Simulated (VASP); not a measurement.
# Si2W3 (P4/m) in VASP: single point with PBE

Aim: the single point of Si2W3 with PBE.

Program: VASP 6.6.1. These are calculated values, not measurements. Logs are shortened: lines on timing, memory, paths and dates and some standing lists are left out, and cuts for length are marked.

## 1. The cell of the first run

It takes space group P4/m (No. 83, tetragonal). The conventional cell has a = 6.630 Å, b = 6.630 Å, c = 3.312 Å, α = 90.00°, β = 90.00°, γ = 90.00°. Within 3.4 Å of Si (site symmetry m) lie 3 Si at 2.52 to 3.31 Å and 8 W at 2.55 to 2.61 Å. W (site symmetry 4/m) has 4 Si at 2.56 Å and 10 W at 3.03 to 3.31 Å within 3.4 Å. W (site symmetry 4/m) has 4 Si at 2.61 Å and 10 W at 2.95 to 3.31 Å within 3.4 Å. W (site symmetry m) has 6 Si at 2.55 to 2.57 Å and 11 W at 2.95 to 3.59 Å within 3.6 Å.

## 2. Single point, PBE (atoms displaced along a vibrational mode)

File INCAR:

```
PREC     = Accurate       # precision mode
ENCUT    = 520            # plane-wave cutoff, eV
EDIFF    = 1E-7           # SCF threshold, eV
ISMEAR   = 0              # smearing method
SIGMA    = 0.15           # smearing width, eV
LREAL    = False          # projectors in reciprocal space
LASPH    = True           # aspherical terms in the spheres
NELM     = 80             # most SCF steps
ALGO     = Fast           # electronic algorithm
ISIF     = 2              # what is computed and relaxed
LWAVE    = False          # write WAVECAR
LCHARG   = True           # write CHGCAR
GGA      = PE             # functional
LELF     = True           # ELF
LVHAR    = True         
NBANDS   = 61             # bands
```

File KPOINTS:

```
regular mesh
0
Gamma
  6 6 12
```

File POSCAR:

```
Si2W3
1.0
    6.6300342967      0.0000000000      0.0000000000
    0.0000000000      6.6300342967      0.0000000000
    0.0000000000      0.0000000000      3.3123213826
Si W
4 6
Direct
    0.1369849096      0.6314810676      0.0000000000
    0.8630150904      0.3685189324      0.0000000000
    0.6314810676      0.8630150904      0.0000000000
    0.3685189324      0.1369849096      0.0000000000
    0.5000000000      0.5000000000      0.0000000000
    0.0000000000      0.0000000000      0.0000000000
    0.6648445723      0.1541793669      0.5000000000
    0.3351554277      0.8458206331      0.5000000000
    0.1541793669      0.3351554277      0.5000000000
    0.8458206331      0.6648445723      0.5000000000
```

Potentials or basis: VASP PAW PBE potentials, release 64 (Si, W_sv).

Command:

```console
$ cat potpaw_PBE.64/Si/POTCAR potpaw_PBE.64/W_sv/POTCAR > POTCAR
$ mpirun -np 1 vasp_std > vasp.out
```

OUTCAR:

```text
PREC = Accurate
   ENCUT = 520
   EDIFF = 1E-7
   ISMEAR = 0
   LREAL = False
   LASPH = True
   NELM = 80
   ISIF = 2
   GGA = PE

 ion  position               nearest neighbor table
   1  0.137  0.631  0.000-   2 2.52   8 2.55   8 2.55  10 2.55  10 2.55   5 2.56   9 2.57   9 2.57
                             6 2.61
   2  0.863  0.369  0.000-   1 2.52   7 2.55   7 2.55   9 2.55   9 2.55   5 2.56  10 2.57  10 2.57
                             6 2.61
   3  0.631  0.863  0.000-   4 2.52  10 2.55  10 2.55   7 2.55   7 2.55   5 2.56   8 2.57   8 2.57
                             6 2.61
   4  0.369  0.137  0.000-   3 2.52   9 2.55   9 2.55   8 2.55   8 2.55   5 2.56   7 2.57   7 2.57
                             6 2.61
   5  0.500  0.500  0.000-   1 2.56   2 2.56   3 2.56   4 2.56   7 3.03   8 3.03   9 3.03  10 3.03
                             7 3.03   8 3.03   9 3.03  10 3.03
   6  0.000  0.000  0.000-   1 2.61   2 2.61   3 2.61   4 2.61   7 2.95   8 2.95   9 2.95  10 2.95
                             7 2.95   8 2.95   9 2.95  10 2.95
   7  0.665  0.154  0.500-   2 2.55   2 2.55   3 2.55   3 2.55   4 2.57   4 2.57   6 2.95   6 2.95
                             8 2.99   5 3.03   5 3.03  10 3.46   9 3.46
   8  0.335  0.846  0.500-   1 2.55   1 2.55   4 2.55   4 2.55   3 2.57   3 2.57   6 2.95   6 2.95
                             7 2.99   5 3.03   5 3.03  10 3.46   9 3.46
   9  0.154  0.335  0.500-   4 2.55   4 2.55   2 2.55   2 2.55   1 2.57   1 2.57   6 2.95   6 2.95
                            10 2.99   5 3.03   5 3.03   7 3.46   8 3.46
  10  0.846  0.665  0.500-   3 2.55   3 2.55   1 2.55   1 2.55   2 2.57   2 2.57   6 2.95   6 2.95
                             9 2.99   5 3.03   5 3.03   7 3.46   8 3.46

  LATTYP: Found a simple tetragonal cell.
 ALAT       =     6.6300342967
 C/A-ratio  =     0.4995934009

  Lattice vectors:

 A1 = (   6.6300342967,   0.0000000000,   0.0000000000)
 A2 = (   0.0000000000,   6.6300342967,   0.0000000000)
 A3 = (   0.0000000000,   0.0000000000,   3.3123213826)

Analysis of symmetry for initial positions (statically):
=====================================================================
 Subroutine PRICEL returns:
 Original cell was already a primitive cell.

 Routine SETGRP: Setting up the symmetry group for a
 simple tetragonal supercell.

 Subroutine GETGRP returns: Found  8 space group operations
 (whereof  8 operations were pure point group operations)
 out of a pool of 16 trial point group operations.

The static configuration has the point symmetry C_4h.

Analysis of symmetry for dynamics (positions and initial velocities):
=====================================================================
 Subroutine PRICEL returns:
 Original cell was already a primitive cell.

 Routine SETGRP: Setting up the symmetry group for a
 simple tetragonal supercell.

 Subroutine GETGRP returns: Found  8 space group operations
 (whereof  8 operations were pure point group operations)
 out of a pool of 16 trial point group operations.

The dynamic configuration has the point symmetry C_4h.

 Subroutine INISYM returns: Found  8 space group operations
 (whereof  8 operations are pure point group operations),
 and found     1 'primitive' translations

----------------------------------------------------------------------------------------

                                     Primitive cell

  volume of cell :     145.6009

  direct lattice vectors                    reciprocal lattice vectors
     6.630034297  0.000000000  0.000000000     0.150828782  0.000000000  0.000000000
     0.000000000  6.630034297  0.000000000     0.000000000  0.150828782  0.000000000
     0.000000000  0.000000000  3.312321383     0.000000000  0.000000000  0.301903072

  length of vectors
     6.630034297  6.630034297  3.312321383     0.150828782  0.150828782  0.301903072

  position of ions in fractional coordinates (direct lattice)
     0.136984910  0.631481068  0.000000000
     0.863015090  0.368518932  0.000000000
     0.631481068  0.863015090  0.000000000
     0.368518932  0.136984910  0.000000000
     0.500000000  0.500000000  0.000000000
     0.000000000  0.000000000  0.000000000
     0.664844572  0.154179367  0.500000000
     0.335155428  0.845820633  0.500000000
     0.154179367  0.335155428  0.500000000
     0.845820633  0.664844572  0.500000000

  ion indices of the primitive-cell ions
   primitive index   ion index
                 1           1
                 2           2
                 3           3
                 4           4
                 5           5
                 6           6
                 7           7
                 8           8
                 9           9
                10          10

----------------------------------------------------------------------------------------

 KPOINTS: regular mesh

Automatic generation of k-mesh.
 Grid dimensions read from file:
 generate k-points for:    6    6   12

 Generating k-lattice:

  Cartesian coordinates                     Fractional coordinates (reciprocal lattice)
     0.025138130  0.000000000  0.000000000     0.166666667  0.000000000  0.000000000
     0.000000000  0.025138130  0.000000000     0.000000000  0.166666667  0.000000000
     0.000000000  0.000000000  0.025158589     0.000000000  0.000000000  0.083333333

  Length of vectors
     0.025138130  0.025138130  0.025158589

  Shift w.r.t. Gamma in fractional coordinates (k-lattice)
     0.000000000  0.000000000  0.000000000

 Subroutine IBZKPT returns following result:
 ===========================================

 Found     77 irreducible k-points:

 Following reciprocal coordinates:
            Coordinates               Weight
  0.000000  0.000000  0.000000      1.000000
  0.166667  0.000000  0.000000      4.000000
  0.333333  0.000000  0.000000      4.000000
  0.500000  0.000000  0.000000      2.000000
  0.166667  0.166667  0.000000      4.000000
  0.333333  0.166667  0.000000      4.000000
[... 16 lines left out ...]
  0.000000  0.000000  0.166667      2.000000
  0.166667  0.000000  0.166667      8.000000
 [... further k-points ...]
   k-points           NKPTS =     77   k-points in BZ     NKDIM =     77   number of bands    NBANDS=     61
   number of dos      NEDOS =    301   number of ions     NIONS =     10
   total plane-waves  NPLWV =  70000
   dimension x,y,z NGX =    50 NGY =   50 NGZ =   28
   dimension x,y,z NGXF=   100 NGYF=  100 NGZF=   56
   ions per type =               4   6
   NGX,Y,Z   is equivalent  to a cutoff of  12.54, 12.54, 14.05 a.u.
   NGXF,Y,Z  is equivalent  to a cutoff of  25.07, 25.07, 28.11 a.u.
 SYSTEM =  unknown system
   PREC   = accura    normal or accurate (medium, high low for compatibility)
   ISTART =      0    job   : 0-new  1-cont  2-samecut
   ICHARG =      2    charge: 1-file 2-atom 10-const
   ISPIN  =      1    spin polarized calculation?
   LNONCOLLINEAR =      F non collinear calculations
   LSORBIT =      F    spin-orbit coupling
   LASPH  =      T    aspherical Exc in radial PAW
   ENCUT  =  520.0 eV  38.22 Ry    6.18 a.u.  12.33 12.33  6.16*2*pi/ulx,y,z
   NELM   =     80;   NELMIN=  2; NELMDL= -5     # of ELM steps
   EDIFF  = 0.1E-06   stopping-criterion for ELM
   LREAL  =      F    real-space projection
   EDIFFG = 0.1E-05   stopping-criterion for IOM
   NSW    =      0    number of steps for IOM
   IBRION =     -1    ionic relax: 0-MD 1-quasi-New 2-CG
   NFREE  =      0    steps in history (QN), initial steepest desc. (CG)
   ISIF   =      2    stress and relaxation
   ISYM   =      2    0-nonsym 1-usesym 2-fastsym
   POTIM  = 0.5000    time-step for ionic-motion
   TEBEG  =    0.0;   TEEND  =   0.0 temperature during run
   PSTRESS=    0.0 pullay stress
   NELECT =     100.0000    total number of electrons
   NUPDOWN=      -1.0000    fix difference up-down
   EMIN   =  10.00;   EMAX   =-10.00  energy-range for DOS
   EFERMI =   0.00;   METHOD = LEGACY
   ISMEAR =     0;   SIGMA  =   0.15  broadening in eV -4-tet -1-fermi 0-gaus
   EFERMI_NEDOS =   21; number of points for ismear=-14 and -15
   IALGO  =     68    algorithm
   IMIX   =      4    mixing-type and parameters
     AMIX     =   0.40;   BMIX     =  1.00
     AMIX_MAG =   1.60;   BMIX_MAG =  1.00
  volume/ion in A,a.u.               =      14.56        98.26
  Fermi-wavevector in a.u.,A,eV,Ry     =   1.444398  2.729516 28.385632  2.086285
  Thomas-Fermi vector in A             =   2.562697
   LORBIT       =      0    0 simple, 1 ext, 2 COOP (PROOUT), +10 PAW based schemes
   GGA     = PE    functional components
   LHFCALC =     F    Hartree Fock is set to
   AEXX    =    0.0000 exact exchange contribution
   IVDW    =     0    specifies the selected vdW correction
   LEPSILON=     F    determine dielectric tensor
   LRPA    =     F    only Hartree local field effects (RPA)
 non-spin polarized calculation
 RMM-DIIS sequential band-by-band and
 Gauss-broadening in eV      SIGMA  =   0.15
  energy-cutoff  :      520.00
  volume of cell :      145.60
 maximum number of plane-waves:      3945
 NGX is ok and might be reduce to    50
   NGX = 25   NGY = 25   NGZ = 13

 number of electron     100.0000014 magnetization

 Free energy of the ion-electron system (eV)
  ---------------------------------------------------
  ext. energy  EPLUGINS =         0.00000000
  ---------------------------------------------------
  free energy    TOTEN  =       -99.29436117 eV

  energy without entropy =      -99.22794637  energy(sigma->0) =      -99.26115377

 E-fermi :  11.7209     XC(G=0): -12.9452

 val. band max:       11.7067798996   @ k =   0.3333   0.3333   0.0000
 cond. band min:      11.7217957630   @ k =   0.5000   0.3333   0.3333
 fundamental gap:      0.0150158634
 Fermi energy:        11.7208653800

 k-point     1 :       0.0000    0.0000    0.0000
  band No.  band energies     occupation
      1     -62.6459      2.00000
      2     -62.6390      2.00000
      3     -62.6310      2.00000
      4     -62.6310      2.00000
      5     -62.4336      2.00000
      6     -62.3084      2.00000
[... 53 lines left out ...]
     60      13.3325      0.00000
     61      13.3325      0.00000

 k-point     2 :       0.1667    0.0000    0.0000
  band No.  band energies     occupation
      1     -62.6454      2.00000
      2     -62.6393      2.00000
      3     -62.6311      2.00000
      4     -62.6310      2.00000
      5     -62.4336      2.00000
      6     -62.3085      2.00000
[... 1406 lines left out ...]
      5     -62.4331      2.00000
      6     -62.3076      2.00000
[... 53 lines left out ...]
     60      13.5350      0.00000
     61      13.7517      0.00000

 [... further k-points ...]
[... 5 lines left out ...]
  --------------------------------------------------------------------------------------
  -------------------------------------------------------------------------------------
  Total        0.3304897      0.3304897      0.2222670     -0.0000001      0.0000000     -0.0000000
  in kB        3.6366748      3.6366748      2.4458030     -0.0000006      0.0000000     -0.0000000
  external PRESSURE =       3.2397175 kB  Pullay stress =       0.0000000 kB

 VOLUME and BASIS-vectors are now :
 -----------------------------------------------------------------------------
  energy-cutoff  :      520.00
  volume of cell :      145.60
      direct lattice vectors                 reciprocal lattice vectors
     6.630034297  0.000000000  0.000000000     0.150828782  0.000000000  0.000000000
     0.000000000  6.630034297  0.000000000     0.000000000  0.150828782  0.000000000
     0.000000000  0.000000000  3.312321383     0.000000000  0.000000000  0.301903072

 POSITION                                       TOTAL-FORCE (eV/Angst)
 -----------------------------------------------------------------------------------
      0.90821      4.18674      0.00000         0.003302      0.005415     -0.000000
      5.72182      2.44329      0.00000        -0.003302     -0.005415      0.000000
      4.18674      5.72182      0.00000         0.005415     -0.003302      0.000000
      2.44329      0.90821      0.00000        -0.005415      0.003302      0.000000
      3.31502      3.31502      0.00000         0.000000      0.000000      0.000000
      0.00000      0.00000      0.00000         0.000000      0.000000      0.000000
      4.40794      1.02221      1.65616        -0.011529      0.040049     -0.000000
      2.22209      5.60782      1.65616         0.011529     -0.040049      0.000000
      1.02221      2.22209      1.65616         0.040049      0.011529      0.000000
      5.60782      4.40794      1.65616        -0.040049     -0.011529     -0.000000
 -----------------------------------------------------------------------------------
    total drift:                                0.000000     -0.000000      0.000000

  FREE ENERGIE OF THE ION-ELECTRON SYSTEM (eV)
  ---------------------------------------------------
  free  energy   TOTEN  =       -99.2943611750 eV

  energy  without entropy=      -99.2279463650  energy(sigma->0) =      -99.26115377
```

Run time: 15 min. Hardware: 1 thread of AMD EPYC 9R45 (Zen 5), shared host; peak memory 0.55 GiB.

What came out:

```yaml
Free_energy: -99.2944 eV
Pressure: 0.3 GPa
Largest_force: 0.042 eV/Å
Band_gap_on_the_k_mesh: zero (bands 50 and 51 overlap by 1.89 eV)
```

Forces on the atoms (eV/Å):
```
Si   0.003  0.005  0.000
Si  -0.003 -0.005  0.000
Si   0.005 -0.003  0.000
Si  -0.005  0.003  0.000
W    0.000  0.000  0.000
W    0.000  0.000  0.000
W   -0.012  0.040  0.000
W    0.012 -0.040  0.000
W    0.040  0.012  0.000
W   -0.040 -0.012  0.000
```

Caveat: the cell differs from its parent crystal (atoms displaced along a vibrational mode); spin-orbit coupling is left out, which moves the levels of the heavy elements.
